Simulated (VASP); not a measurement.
# WSe2 (P6_3/mmc) in VASP: single point with PBE

Aim: the single point of WSe2 with PBE.

Everything below comes from runs of VASP 6.6.1. Logs are shortened: lines on timing, memory, paths and dates and some standing lists are left out, and cuts for length are marked.

### 1 The cell of the first run

Symmetry: P6_3/mmc, No. 194, hexagonal system. The conventional cell has a = 3.290 Å, b = 3.290 Å, c = 12.970 Å, α = 90.00°, β = 90.00°, γ = 120.00°. Within 3.3 Å of W (site symmetry -6m2) lie 6 Se at 2.53 Å and 6 W at 3.29 Å. Within 3.3 Å of Se (site symmetry 3m) lie 3 W at 2.53 Å and 6 Se at 3.29 Å.

### 2 Single point, PBE

Input file INCAR:

```
ALGO = Normal
EDIFF = 1E-6
ENCUT = 520
GGA = PE
ISIF = 2
ISMEAR = 0
LASPH = True
LCHARG = True
LELF = True
LREAL = False
LVHAR = True
LWAVE = False
NBANDS = 35
NELM = 100
PREC = Accurate
SIGMA = 0.05
```

Input file KPOINTS:

```
k-points
0
Gamma
  18 18 4
```

Input file POSCAR:

```
WSe2
1.0
    3.2900000000      0.0000000000      0.0000000000
   -1.6450000000      2.8492235800      0.0000000000
    0.0000000000      0.0000000000     12.9700000000
W Se
2 4
Direct
    0.3333333300      0.6666666700      0.2500000000
    0.6666666700      0.3333333300      0.7500000000
    0.3333333300      0.6666666700      0.6210000000
    0.6666666700      0.3333333300      0.1210000000
    0.3333333300      0.6666666700      0.8790000000
    0.6666666700      0.3333333300      0.3790000000
```

Potentials or basis: VASP PAW PBE potentials, release 64 (W_sv, Se).

The run is started by

```
> cat potpaw_PBE.64/W_sv/POTCAR potpaw_PBE.64/Se/POTCAR > POTCAR
> mpirun -np 1 vasp_std > vasp.out
```

OUTCAR:

```text
EDIFF = 1E-6
   ENCUT = 520
   GGA = PE
   ISIF = 2
   ISMEAR = 0
   LASPH = True
   LREAL = False
   NELM = 100
   PREC = Accurate

 ion  position               nearest neighbor table
   1  0.333  0.667  0.250-   4 2.53   6 2.53   4 2.53   6 2.53   4 2.53   6 2.53
   2  0.667  0.333  0.750-   3 2.53   5 2.53   3 2.53   5 2.53   3 2.53   5 2.53
   3  0.333  0.667  0.621-   2 2.53   2 2.53   2 2.53
   4  0.667  0.333  0.121-   1 2.53   1 2.53   1 2.53
   5  0.333  0.667  0.879-   2 2.53   2 2.53   2 2.53
   6  0.667  0.333  0.379-   1 2.53   1 2.53   1 2.53

  LATTYP: Found a hexagonal cell.
 ALAT       =     3.2900000000
 C/A-ratio  =     3.9422492401

  Lattice vectors:

 A1 = (   3.2900000000,   0.0000000000,   0.0000000000)
 A2 = (  -1.6450000000,   2.8492235800,   0.0000000000)
 A3 = (   0.0000000000,   0.0000000000,  12.9700000000)

Analysis of symmetry for initial positions (statically):
=====================================================================
 Subroutine PRICEL returns:
 Original cell was already a primitive cell.

 Routine SETGRP: Setting up the symmetry group for a
 hexagonal supercell.

 Subroutine GETGRP returns: Found 24 space group operations
 (whereof 12 operations were pure point group operations)
 out of a pool of 24 trial point group operations.

The static configuration has the point symmetry D_3d.
 The point group associated with its full space group is D_6h.

Analysis of symmetry for dynamics (positions and initial velocities):
=====================================================================
 Subroutine PRICEL returns:
 Original cell was already a primitive cell.

 Routine SETGRP: Setting up the symmetry group for a
 hexagonal supercell.

 Subroutine GETGRP returns: Found 24 space group operations
 (whereof 12 operations were pure point group operations)
 out of a pool of 24 trial point group operations.

The dynamic configuration has the point symmetry D_3d.
 The point group associated with its full space group is D_6h.

 Subroutine INISYM returns: Found 24 space group operations
 (whereof 12 operations are pure point group operations),
 and found     1 'primitive' translations

----------------------------------------------------------------------------------------

                                     Primitive cell

  volume of cell :     121.5801

  direct lattice vectors                    reciprocal lattice vectors
     3.290000000  0.000000000  0.000000000     0.303951368  0.175486404  0.000000000
    -1.645000000  2.849223580  0.000000000     0.000000000  0.350972808  0.000000000
     0.000000000  0.000000000 12.970000000     0.000000000  0.000000000  0.077101002

  length of vectors
     3.290000000  3.290000001 12.970000000     0.350972808  0.350972808  0.077101002

  position of ions in fractional coordinates (direct lattice)
     0.333333330  0.666666670  0.250000000
     0.666666670  0.333333330  0.750000000
     0.333333330  0.666666670  0.621000000
     0.666666670  0.333333330  0.121000000
     0.333333330  0.666666670  0.879000000
     0.666666670  0.333333330  0.379000000

  ion indices of the primitive-cell ions
   primitive index   ion index
                 1           1
                 2           2
                 3           3
                 4           4
                 5           5
                 6           6

----------------------------------------------------------------------------------------

 KPOINTS: k-points

Automatic generation of k-mesh.
 Grid dimensions read from file:
 generate k-points for:   18   18    4

 Generating k-lattice:

  Cartesian coordinates                     Fractional coordinates (reciprocal lattice)
     0.016886187  0.009749245  0.000000000     0.055555556 -0.000000000  0.000000000
     0.000000000  0.019498489  0.000000000     0.000000000  0.055555556  0.000000000
     0.000000000  0.000000000  0.019275251     0.000000000  0.000000000  0.250000000

  Length of vectors
     0.019498489  0.019498489  0.019275251

  Shift w.r.t. Gamma in fractional coordinates (k-lattice)
     0.000000000  0.000000000  0.000000000

 Subroutine IBZKPT returns following result:
 ===========================================

 Found    111 irreducible k-points:

 Following reciprocal coordinates:
            Coordinates               Weight
  0.000000  0.000000  0.000000      1.000000
  0.055556 -0.000000  0.000000      6.000000
  0.111111 -0.000000  0.000000      6.000000
  0.166667  0.000000  0.000000      6.000000
  0.222222  0.000000  0.000000      6.000000
  0.277778 -0.000000  0.000000      6.000000
[... 16 lines left out ...]
  0.333333  0.111111  0.000000     12.000000
  0.388889  0.111111  0.000000     12.000000
 [... further k-points ...]
   k-points           NKPTS =    111   k-points in BZ     NKDIM =    111   number of bands    NBANDS=     35
   number of dos      NEDOS =    301   number of ions     NIONS =      6
   total plane-waves  NPLWV =  55296
   dimension x,y,z NGX =    24 NGY =   24 NGZ =   96
   dimension x,y,z NGXF=    48 NGYF=   48 NGZF=  192
   ions per type =               2   4
   NGX,Y,Z   is equivalent  to a cutoff of  12.13, 12.13, 12.31 a.u.
   NGXF,Y,Z  is equivalent  to a cutoff of  24.25, 24.25, 24.61 a.u.
 SYSTEM =  unknown system
   PREC   = accura    normal or accurate (medium, high low for compatibility)
   ISTART =      0    job   : 0-new  1-cont  2-samecut
   ICHARG =      2    charge: 1-file 2-atom 10-const
   ISPIN  =      1    spin polarized calculation?
   LNONCOLLINEAR =      F non collinear calculations
   LSORBIT =      F    spin-orbit coupling
   LASPH  =      T    aspherical Exc in radial PAW
   ENCUT  =  520.0 eV  38.22 Ry    6.18 a.u.   6.12  6.12 24.12*2*pi/ulx,y,z
   NELM   =    100;   NELMIN=  2; NELMDL= -5     # of ELM steps
   EDIFF  = 0.1E-05   stopping-criterion for ELM
   LREAL  =      F    real-space projection
   EDIFFG = 0.1E-04   stopping-criterion for IOM
   NSW    =      0    number of steps for IOM
   IBRION =     -1    ionic relax: 0-MD 1-quasi-New 2-CG
   NFREE  =      0    steps in history (QN), initial steepest desc. (CG)
   ISIF   =      2    stress and relaxation
   ISYM   =      2    0-nonsym 1-usesym 2-fastsym
   POTIM  = 0.5000    time-step for ionic-motion
   TEBEG  =    0.0;   TEEND  =   0.0 temperature during run
   PSTRESS=    0.0 pullay stress
   NELECT =      52.0000    total number of electrons
   NUPDOWN=      -1.0000    fix difference up-down
   EMIN   =  10.00;   EMAX   =-10.00  energy-range for DOS
   EFERMI =   0.00;   METHOD = LEGACY
   ISMEAR =     0;   SIGMA  =   0.05  broadening in eV -4-tet -1-fermi 0-gaus
   EFERMI_NEDOS =   21; number of points for ismear=-14 and -15
   IALGO  =     38    algorithm
   IMIX   =      4    mixing-type and parameters
     AMIX     =   0.40;   BMIX     =  1.00
     AMIX_MAG =   1.60;   BMIX_MAG =  1.00
  volume/ion in A,a.u.               =      20.26       136.74
  Fermi-wavevector in a.u.,A,eV,Ry     =   1.233451  2.330884 20.699914  1.521401
  Thomas-Fermi vector in A             =   2.368180
   LORBIT       =      0    0 simple, 1 ext, 2 COOP (PROOUT), +10 PAW based schemes
   GGA     = PE    functional components
   LHFCALC =     F    Hartree Fock is set to
   AEXX    =    0.0000 exact exchange contribution
   IVDW    =     0    specifies the selected vdW correction
   LEPSILON=     F    determine dielectric tensor
   LRPA    =     F    only Hartree local field effects (RPA)
 non-spin polarized calculation
 Gauss-broadening in eV      SIGMA  =   0.05
  energy-cutoff  :      520.00
  volume of cell :      121.58
 maximum number of plane-waves:      3324
   NGX = 13   NGY = 13   NGZ = 49

 number of electron      51.9999991 magnetization

 Free energy of the ion-electron system (eV)
  ---------------------------------------------------
  ext. energy  EPLUGINS =         0.00000000
  ---------------------------------------------------
  free energy    TOTEN  =       -43.12893676 eV

  energy without entropy =      -43.12893676  energy(sigma->0) =      -43.12893676

 E-fermi :   6.5502     XC(G=0): -10.7553

 val. band max:        6.2731530890   @ k =   0.0000   0.0000   0.0000
 cond. band min:       7.2427997334   @ k =   0.1667   0.1667   0.0000
 fundamental gap:      0.9696466444
 Fermi energy:         6.5502086731

 k-point     1 :       0.0000    0.0000    0.0000
  band No.  band energies     occupation
      1     -68.0609      2.00000
      2     -68.0609      2.00000
      3     -32.3069      2.00000
      4     -32.3068      2.00000
      5     -32.1820      2.00000
      6     -32.1820      2.00000
[... 27 lines left out ...]
     34       9.2133      0.00000
     35      10.7595      0.00000

 k-point     2 :       0.0556   -0.0000    0.0000
  band No.  band energies     occupation
      1     -68.0606      2.00000
      2     -68.0606      2.00000
      3     -32.3055      2.00000
      4     -32.3055      2.00000
      5     -32.1891      2.00000
      6     -32.1891      2.00000
[... 27 lines left out ...]
     34       9.1570      0.00000
     35      11.0753      0.00000

 k-point     3 :       0.1111   -0.0000    0.0000
  band No.  band energies     occupation
      1     -68.0597      2.00000
      2     -68.0597      2.00000
      3     -32.3016      2.00000
      4     -32.3016      2.00000
      5     -32.2095      2.00000
      6     -32.2095      2.00000
[... 27 lines left out ...]
     34       9.3022      0.00000
     35      11.7157      0.00000

 k-point     4 :       0.1667    0.0000    0.0000
  band No.  band energies     occupation
      1     -68.0583      2.00000
      2     -68.0583      2.00000
      3     -32.2956      2.00000
      4     -32.2956      2.00000
      5     -32.2407      2.00000
      6     -32.2407      2.00000
[... 27 lines left out ...]
     34       9.6222      0.00000
     35      12.3131      0.00000

 k-point     5 :       0.2222    0.0000    0.0000
  band No.  band energies     occupation
      1     -68.0566      2.00000
      2     -68.0566      2.00000
      3     -32.2882      2.00000
      4     -32.2882      2.00000
      5     -32.2788      2.00000
      6     -32.2788      2.00000
[... 638 lines left out ...]
 k-point    22 :       0.2778    0.1111    0.0000
  band No.  band energies     occupation
      1     -68.0527      2.00000
      2     -68.0527      2.00000
      3     -32.3556      2.00000
      4     -32.3556      2.00000
      5     -32.2711      2.00000
      6     -32.2710      2.00000
[... 27 lines left out ...]
     34      10.7748      0.00000
     35      11.9303      0.00000

 k-point    23 :       0.3333    0.1111    0.0000
  band No.  band energies     occupation
      1     -68.0515      2.00000
      2     -68.0514      2.00000
      3     -32.3818      2.00000
      4     -32.3818      2.00000
      5     -32.2654      2.00000
      6     -32.2654      2.00000
[... 27 lines left out ...]
     34      10.8351      0.00000
     35      11.1617      0.00000

 k-point    24 :       0.3889    0.1111    0.0000
  band No.  band energies     occupation
      1     -68.0506      2.00000
      2     -68.0506      2.00000
      3     -32.3988      2.00000
      4     -32.3988      2.00000
      5     -32.2617      2.00000
      6     -32.2617      2.00000
[... 27 lines left out ...]
     34      10.6542      0.00000
     35      10.7894      0.00000

 [... further k-points ...]
[... 5 lines left out ...]
  --------------------------------------------------------------------------------------
  -------------------------------------------------------------------------------------
  Total        2.7756617      2.7756617      3.6126390      0.0000000      0.0000000     -0.0000000
  in kB       36.5775588     36.5775588     47.6072110      0.0000000      0.0000000     -0.0000000
  external PRESSURE =      40.2541095 kB  Pullay stress =       0.0000000 kB

 VOLUME and BASIS-vectors are now :
 -----------------------------------------------------------------------------
  energy-cutoff  :      520.00
  volume of cell :      121.58
      direct lattice vectors                 reciprocal lattice vectors
     3.290000000  0.000000000  0.000000000     0.303951368  0.175486404  0.000000000
    -1.645000000  2.849223580  0.000000000     0.000000000  0.350972808  0.000000000
     0.000000000  0.000000000 12.970000000     0.000000000  0.000000000  0.077101002

 POSITION                                       TOTAL-FORCE (eV/Angst)
 -----------------------------------------------------------------------------------
     -0.00000      1.89948      3.24250        -0.000000      0.000000     -0.000000
      1.64500      0.94974      9.72750         0.000000     -0.000000     -0.000000
     -0.00000      1.89948      8.05437        -0.000000      0.000000     -0.217985
      1.64500      0.94974      1.56937         0.000000     -0.000000     -0.217985
     -0.00000      1.89948     11.40063        -0.000000      0.000000      0.217985
      1.64500      0.94974      4.91563         0.000000     -0.000000      0.217985
 -----------------------------------------------------------------------------------
    total drift:                               -0.000009      0.000005     -0.000000

  FREE ENERGIE OF THE ION-ELECTRON SYSTEM (eV)
  ---------------------------------------------------
  free  energy   TOTEN  =       -43.1289367613 eV

  energy  without entropy=      -43.1289367613  energy(sigma->0) =      -43.12893676
```

Wall time 4.3 min (1 thread of AMD EPYC 7R13 (Zen 3), shared host); peak memory 0.46 GiB.

Results:

| Quantity | Value |
| --- | --- |
| Free energy | -43.1289 eV |
| Pressure | 4.0 GPa |
| Largest force | 0.218 eV/Å |
| Band gap on the k mesh | 0.97 eV, indirect (least direct gap 1.52 eV) |

Forces on the atoms (eV/Å):
```
W    0.000  0.000  0.000
W    0.000  0.000  0.000
Se   0.000  0.000 -0.218
Se   0.000  0.000 -0.218
Se   0.000  0.000  0.218
Se   0.000  0.000  0.218
```

Levels at points of the mesh, in eV from the valence-band top:
```
           k point  band 22  band 23  band 24  band 25  band 26  band 27  band 28  band 29  band 30  band 31
(0.00, 0.00, 0.00)    -1.51    -1.51    -1.11    -1.07     0.00     2.63     2.63     2.68     2.68     2.73
(0.50, 0.00, 0.00)    -2.41    -1.44    -1.37    -1.28    -1.12     2.12     2.16     2.31     2.64     2.97
(0.00, 0.00, 0.50)    -1.53    -1.53    -1.53    -0.22    -0.22     2.64     2.64     2.64     2.64     2.85
(0.50, 0.00, 0.50)    -2.55    -1.34    -1.34    -1.24    -1.24     2.14     2.14     2.51     2.51     3.36
```

Caveat: spin-orbit coupling is left out, which moves the levels of the heavy elements; this functional lacks dispersion, which binds the layers, so the pressure and a relaxed spacing across them are unreliable.
